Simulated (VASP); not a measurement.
# Cr (Im-3m) in VASP: single point with PBE

Aim: the single point of Cr with PBE.

All numbers are computed with VASP 6.6.1; they aren't measurements. Logs are shortened: lines on timing, memory, paths and dates and some standing lists are left out, and cuts for length are marked.

## (1) The cell of the first run

It takes space group Im-3m (No. 229, cubic). Conventional cell: a = 2.848 Å, b = 2.848 Å, c = 2.848 Å, α = 90.00°, β = 90.00°, γ = 90.00°. Within 3.3 Å of Cr (site symmetry m-3m) lie 14 Cr at 2.47 to 2.85 Å.

## (2) Single point, PBE

INCAR reads:

```
  PREC = Accurate
  ENCUT = 700
  EDIFF = 1E-6
  ISMEAR = 0
  SIGMA = 0.1
  LREAL = False
  LASPH = True
  NELM = 120
  ALGO = Normal
  ISIF = 2
  LWAVE = False
  LCHARG = False
  GGA = PE
  NBANDS = 13
  GGA_COMPAT = False
```

KPOINTS reads:

```
Automatic mesh
0
Gamma
  20 20 20
```

POSCAR reads:

```
Cr
1.0
   -1.4238877287      1.4238877287      1.4238877287
    1.4238877287     -1.4238877287      1.4238877287
    1.4238877287      1.4238877287     -1.4238877287
Cr
1
Direct
    0.0000000000      0.0000000000      0.0000000000
```

Potentials or basis: VASP PAW PBE potentials, release 64 (Cr_sv).

Launch:

```console
cat potpaw_PBE.64/Cr_sv/POTCAR > POTCAR
mpirun -np 1 vasp_std > vasp.out
```

OUTCAR:

```text
PREC = Accurate
   ENCUT = 700
   EDIFF = 1E-6
   ISMEAR = 0
   LREAL = False
   LASPH = True
   NELM = 120
   ISIF = 2
   GGA = PE

 ion  position               nearest neighbor table
   1  0.000  0.000  0.000-

  LATTYP: Found a body centered cubic cell.
 ALAT       =     2.8477754574

  Lattice vectors:

 A1 = (  -1.4238877287,   1.4238877287,   1.4238877287)
 A2 = (   1.4238877287,  -1.4238877287,   1.4238877287)
 A3 = (   1.4238877287,   1.4238877287,  -1.4238877287)

Analysis of symmetry for initial positions (statically):
=====================================================================
 Subroutine PRICEL returns:
 Original cell was already a primitive cell.

 Routine SETGRP: Setting up the symmetry group for a
 body centered cubic supercell.

 Subroutine GETGRP returns: Found 48 space group operations
 (whereof 48 operations were pure point group operations)
 out of a pool of 48 trial point group operations.

The static configuration has the point symmetry O_h .

Analysis of symmetry for dynamics (positions and initial velocities):
=====================================================================
 Subroutine PRICEL returns:
 Original cell was already a primitive cell.

 Routine SETGRP: Setting up the symmetry group for a
 body centered cubic supercell.

 Subroutine GETGRP returns: Found 48 space group operations
 (whereof 48 operations were pure point group operations)
 out of a pool of 48 trial point group operations.

The dynamic configuration has the point symmetry O_h .

 Subroutine INISYM returns: Found 48 space group operations
 (whereof 48 operations are pure point group operations),
 and found     1 'primitive' translations

----------------------------------------------------------------------------------------

                                     Primitive cell

  volume of cell :      11.5475

  direct lattice vectors                    reciprocal lattice vectors
    -1.423887729  1.423887729  1.423887729     0.000000000  0.351151281  0.351151281
     1.423887729 -1.423887729  1.423887729     0.351151281  0.000000000  0.351151281
     1.423887729  1.423887729 -1.423887729     0.351151281  0.351151281  0.000000000

  length of vectors
     2.466245890  2.466245890  2.466245890     0.496602904  0.496602904  0.496602904

  position of ions in fractional coordinates (direct lattice)
     0.000000000  0.000000000  0.000000000

  ion indices of the primitive-cell ions
   primitive index   ion index
                 1           1

----------------------------------------------------------------------------------------

 KPOINTS: Automatic mesh

Automatic generation of k-mesh.
 Grid dimensions read from file:
 generate k-points for:   20   20   20

 Generating k-lattice:

  Cartesian coordinates                     Fractional coordinates (reciprocal lattice)
     0.000000000  0.017557564  0.017557564     0.050000000  0.000000000  0.000000000
     0.017557564  0.000000000  0.017557564     0.000000000  0.050000000  0.000000000
     0.017557564  0.017557564  0.000000000     0.000000000  0.000000000  0.050000000

  Length of vectors
     0.024830145  0.024830145  0.024830145

  Shift w.r.t. Gamma in fractional coordinates (k-lattice)
     0.000000000  0.000000000  0.000000000

 Subroutine IBZKPT returns following result:
 ===========================================

 Found    256 irreducible k-points:

 Following reciprocal coordinates:
            Coordinates               Weight
  0.000000  0.000000  0.000000      1.000000
  0.050000  0.000000  0.000000     12.000000
  0.100000  0.000000  0.000000     12.000000
  0.150000  0.000000  0.000000     12.000000
  0.200000  0.000000  0.000000     12.000000
  0.250000  0.000000  0.000000     12.000000
[... 16 lines left out ...]
  0.200000  0.100000  0.000000     48.000000
  0.250000  0.100000  0.000000     48.000000
 [... further k-points ...]
   k-points           NKPTS =    256   k-points in BZ     NKDIM =    256   number of bands    NBANDS=     13
   number of dos      NEDOS =    301   number of ions     NIONS =      1
   total plane-waves  NPLWV =  13824
   dimension x,y,z NGX =    24 NGY =   24 NGZ =   24
   dimension x,y,z NGXF=    48 NGYF=   48 NGZF=   48
   ions per type =               1
   NGX,Y,Z   is equivalent  to a cutoff of  16.18, 16.18, 16.18 a.u.
   NGXF,Y,Z  is equivalent  to a cutoff of  32.36, 32.36, 32.36 a.u.
 SYSTEM =  unknown system
   PREC   = accura    normal or accurate (medium, high low for compatibility)
   ISTART =      0    job   : 0-new  1-cont  2-samecut
   ICHARG =      2    charge: 1-file 2-atom 10-const
   ISPIN  =      1    spin polarized calculation?
   LNONCOLLINEAR =      F non collinear calculations
   LSORBIT =      F    spin-orbit coupling
   LASPH  =      T    aspherical Exc in radial PAW
   ENCUT  =  700.0 eV  51.45 Ry    7.17 a.u.   5.32  5.32  5.32*2*pi/ulx,y,z
   NELM   =    120;   NELMIN=  2; NELMDL= -5     # of ELM steps
   EDIFF  = 0.1E-05   stopping-criterion for ELM
   LREAL  =      F    real-space projection
   EDIFFG = 0.1E-04   stopping-criterion for IOM
   NSW    =      0    number of steps for IOM
   IBRION =     -1    ionic relax: 0-MD 1-quasi-New 2-CG
   NFREE  =      0    steps in history (QN), initial steepest desc. (CG)
   ISIF   =      2    stress and relaxation
   ISYM   =      2    0-nonsym 1-usesym 2-fastsym
   POTIM  = 0.5000    time-step for ionic-motion
   TEBEG  =    0.0;   TEEND  =   0.0 temperature during run
   PSTRESS=    0.0 pullay stress
   NELECT =      14.0000    total number of electrons
   NUPDOWN=      -1.0000    fix difference up-down
   EMIN   =  10.00;   EMAX   =-10.00  energy-range for DOS
   EFERMI =   0.00;   METHOD = LEGACY
   ISMEAR =     0;   SIGMA  =   0.10  broadening in eV -4-tet -1-fermi 0-gaus
   EFERMI_NEDOS =   21; number of points for ismear=-14 and -15
   IALGO  =     38    algorithm
   IMIX   =      4    mixing-type and parameters
     AMIX     =   0.40;   BMIX     =  1.00
     AMIX_MAG =   1.60;   BMIX_MAG =  1.00
  volume/ion in A,a.u.               =      11.55        77.93
  Fermi-wavevector in a.u.,A,eV,Ry     =   1.745642  3.298784 41.460555  3.047265
  Thomas-Fermi vector in A             =   2.817289
   LORBIT       =      0    0 simple, 1 ext, 2 COOP (PROOUT), +10 PAW based schemes
   GGA     = PE    functional components
   LHFCALC =     F    Hartree Fock is set to
   AEXX    =    0.0000 exact exchange contribution
   IVDW    =     0    specifies the selected vdW correction
   LEPSILON=     F    determine dielectric tensor
   LRPA    =     F    only Hartree local field effects (RPA)
 non-spin polarized calculation
 Gauss-broadening in eV      SIGMA  =   0.10
  energy-cutoff  :      700.00
  volume of cell :       11.55
 maximum number of plane-waves:       498
 NGX is ok and might be reduce to    24
   NGX = 11   NGY = 11   NGZ = 11

 number of electron      13.9999995 magnetization

 Free energy of the ion-electron system (eV)
  ---------------------------------------------------
  ext. energy  EPLUGINS =         0.00000000
  ---------------------------------------------------
  free energy    TOTEN  =        -9.61288269 eV

  energy without entropy =       -9.60938856  energy(sigma->0) =       -9.61113563

 E-fermi :  14.0229     XC(G=0): -13.7382

 val. band max:       14.0157049713   @ k =   0.1000   0.0500   0.0500
 cond. band min:      14.0387403859   @ k =  -0.1500   0.2000   0.1000
 fundamental gap:      0.0230354146
 Fermi energy:        14.0229363646

 k-point     1 :       0.0000    0.0000    0.0000
  band No.  band energies     occupation
      1     -57.9226      2.00000
      2     -28.6782      2.00000
      3     -28.6782      2.00000
      4     -28.6782      2.00000
      5       6.1005      2.00000
      6      13.0946      2.00000
      7      13.0946      2.00000
      8      13.0946      2.00000
      9      15.1610      0.00000
     10      15.1610      0.00000
     11      36.3712      0.00000
     12      36.3712      0.00000
     13      36.3712      0.00000

 k-point     2 :       0.0500    0.0000    0.0000
  band No.  band energies     occupation
      1     -57.9176      2.00000
      2     -28.7020      2.00000
      3     -28.6856      2.00000
      4     -28.6785      2.00000
      5       6.2100      2.00000
      6      13.0515      2.00000
      7      13.0878      2.00000
      8      13.1694      2.00000
      9      15.1118      0.00000
     10      15.1639      0.00000
     11      36.0783      0.00000
     12      36.3339      0.00000
     13      36.4381      0.00000

 k-point     3 :       0.1000    0.0000    0.0000
  band No.  band energies     occupation
      1     -57.9030      2.00000
      2     -28.7701      2.00000
      3     -28.7067      2.00000
      4     -28.6790      2.00000
      5       6.5318      2.00000
      6      12.9281      2.00000
      7      13.0574      2.00000
      8      13.3902      2.00000
      9      14.9903      0.00000
     10      15.1739      0.00000
     11      35.2662      0.00000
     12      36.1534      0.00000
     13      36.6258      0.00000

 k-point     4 :       0.1500    0.0000    0.0000
  band No.  band energies     occupation
      1     -57.8802      2.00000
      2     -28.8752      2.00000
      3     -28.7393      2.00000
      4     -28.6797      2.00000
      5       7.0422      2.00000
      6      12.7410      2.00000
      7      12.9811      2.00000
      8      13.7449      1.99992
      9      14.8645      0.00000
     10      15.1937      0.00000
     11      34.0424      0.00000
     12      35.6920      0.00000
     13      36.8980      0.00000

 k-point     5 :       0.2000    0.0000    0.0000
  band No.  band energies     occupation
      1     -57.8513      2.00000
      2     -29.0063      2.00000
      3     -28.7802      2.00000
      4     -28.6806      2.00000
      5       7.6939      2.00000
      6      12.5128      2.00000
      7      12.8597      2.00000
      8      14.2125      0.00734
      9      14.8035      0.00000
     10      15.2262      0.00000
     11      32.4994      0.00000
     12      34.9286      0.00000
     13      37.2075      0.00000
[... 257 lines left out ...]
 k-point    22 :       0.1500    0.1000    0.0000
  band No.  band energies     occupation
      1     -57.8398      2.00000
      2     -29.0496      2.00000
      3     -28.7782      2.00000
      4     -28.7078      2.00000
      5       7.9736      2.00000
      6      12.5125      2.00000
      7      12.6418      2.00000
      8      14.5025      0.00000
      9      14.6809      0.00000
     10      15.3279      0.00000
     11      32.4542      0.00000
     12      33.8793      0.00000
     13      37.5698      0.00000

 k-point    23 :       0.2000    0.1000    0.0000
  band No.  band energies     occupation
      1     -57.8092      2.00000
      2     -29.1765      2.00000
      3     -28.8280      2.00000
      4     -28.7112      2.00000
      5       8.6710      2.00000
      6      12.2699      2.00000
      7      12.5217      2.00000
      8      14.6893      0.00000
      9      15.0861      0.00000
     10      15.4097      0.00000
     11      30.8216      0.00000
     12      32.9652      0.00000
     13      37.5018      0.00000

 k-point    24 :       0.2500    0.1000    0.0000
  band No.  band energies     occupation
      1     -57.7785      2.00000
      2     -29.3010      2.00000
      3     -28.8797      2.00000
      4     -28.7136      2.00000
      5       9.2914      2.00000
      6      12.0391      2.00000
      7      12.5496      2.00000
      8      14.7824      0.00000
      9      15.4410      0.00000
     10      15.7725      0.00000
     11      29.0133      0.00000
     12      32.1441      0.00000
     13      36.5196      0.00000

 [... further k-points ...]

------------------------ aborting loop because EDIFF is reached ----------------------------------------

  FORCE on cell =-STRESS in cart. coord.  units (eV):
  Direction    XX          YY          ZZ          XY          YZ          ZX
  --------------------------------------------------------------------------------------
  -------------------------------------------------------------------------------------
  Total       -0.0827562     -0.0827562     -0.0827562      0.0000000     -0.0000000      0.0000000
  in kB      -11.4821664    -11.4821664    -11.4821664      0.0000000     -0.0000000      0.0000000
  external PRESSURE =     -11.4821664 kB  Pullay stress =       0.0000000 kB

 VOLUME and BASIS-vectors are now :
 -----------------------------------------------------------------------------
  energy-cutoff  :      700.00
  volume of cell :       11.55
      direct lattice vectors                 reciprocal lattice vectors
    -1.423887729  1.423887729  1.423887729     0.000000000  0.351151281  0.351151281
     1.423887729 -1.423887729  1.423887729     0.351151281  0.000000000  0.351151281
     1.423887729  1.423887729 -1.423887729     0.351151281  0.351151281  0.000000000

 POSITION                                       TOTAL-FORCE (eV/Angst)
 -----------------------------------------------------------------------------------
      0.00000      0.00000      0.00000         0.000000     -0.000000     -0.000000
 -----------------------------------------------------------------------------------
    total drift:                                0.000000      0.000000      0.000000

  FREE ENERGIE OF THE ION-ELECTRON SYSTEM (eV)
  ---------------------------------------------------
  free  energy   TOTEN  =        -9.6128826892 eV

  energy  without entropy=       -9.6093885643  energy(sigma->0) =       -9.61113563
```

Run time: 34 s. Hardware: 1 thread of Intel Xeon Platinum 8259CL at 2.50GHz (Skylake/Cascade Lake), shared host; peak memory 0.18 GiB.

Results:

- Free energy: -9.6129 eV
- Pressure: -1.1 GPa
- Band gap on the k mesh: zero (bands 7 and 8 overlap by 3.37 eV)

Caveat: the run has no spin polarisation, though such a crystal can be magnetic. Spin polarisation is off, so any magnetic state and its effect on volume and gap are missing.

The gap in the log of VASP goes by the Fermi energy; the results here count the filled bands.